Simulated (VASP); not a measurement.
Set up this calculation in VASP 6.6.1, as the native input.

| Item | Value |
| --- | --- |
| Task | relaxation of cell and atoms |
| Functional | PBE |
| Potentials or basis | VASP PAW PBE potentials, release 64 (Li_sv, Au) |
| Cutoff | 600 eV |
| k mesh | 8 × 8 × 8 |
| Occupations | gaussian, width 0.1 eV |
| Spin | no spin polarisation |
| Dipole correction | no |
| Further INCAR settings | ALGO = Fast; EDIFF = 1e-06; IBRION = 2; EDIFFG = -0.01; NSW = 100; ISIF = 3 |

The structure of Li3Au5 lies in POSCAR:

```
Li3Au5
1.0
   -3.1938385171      3.1938385171      3.1938385171
    3.1938385171     -3.1938385171      3.1938385171
    3.1938385171      3.1938385171     -3.1938385171
Li Au
3 5
Direct
    0.0000000000      0.5000000000      0.5000000000
    0.5000000000      0.0000000000      0.5000000000
    0.5000000000      0.5000000000      0.0000000000
    0.5000000000      0.5000000000      0.5000000000
    0.0000000000      0.0000000000      0.5000000000
    0.0000000000      0.5000000000      0.0000000000
    0.5000000000      0.0000000000      0.0000000000
    0.0000000000      0.0000000000      0.0000000000
```

The cell was generated, and may not be a known phase.

The input as run:

INCAR

```
  PREC = Accurate
  ENCUT = 600
  EDIFF = 1E-6
  ISMEAR = 0
  SIGMA = 0.1
  LREAL = F
  LASPH = T
  NELM = 100
  ALGO = Fast
  ISIF = 3
  LWAVE = F
  LCHARG = F
  GGA = PE
  IBRION = 2
  NSW = 100
  EDIFFG = -0.01
```

KPOINTS

```
Automatic mesh
0
Gamma
  8 8 8
```

Potentials or basis: VASP PAW PBE potentials, release 64 (Li_sv, Au).

Command:

```sh
$ cat potpaw_PBE.64/Li_sv/POTCAR potpaw_PBE.64/Au/POTCAR > POTCAR
$ mpirun -np 1 vasp_std > vasp.out
```

It gave:

| Property | Result |
| --- | --- |
| Relaxed volume | 16.35 Å³/atom |
| Relaxed cell | a = 5.539 Å, b = 5.539 Å, c = 5.539 Å, α = 109.47°, β = 109.47°, γ = 109.47° |
| Space group after relaxing (to 0.1 Å) | Im-3m (No. 229) |
| Energy gained by relaxing | 0.0 meV/atom |
| Ionic steps | 2 |
| Pressure after relaxing | -0.1 GPa |
| Band gap on the k mesh | zero (bands 32 and 33 overlap by 1.05 eV) |

Caveat: the cutoff is under 1.25 times the usual one of these potentials, so pressure, stress and relaxed cells hold a basis-set (Pulay) error; spin-orbit coupling is left out, which moves the levels of the heavy elements.

Run time: 4.3 min on 1 thread of Intel(R) Xeon(R) 6975P-C (Granite Rapids), with other jobs on the host, peak memory 0.4 GiB.
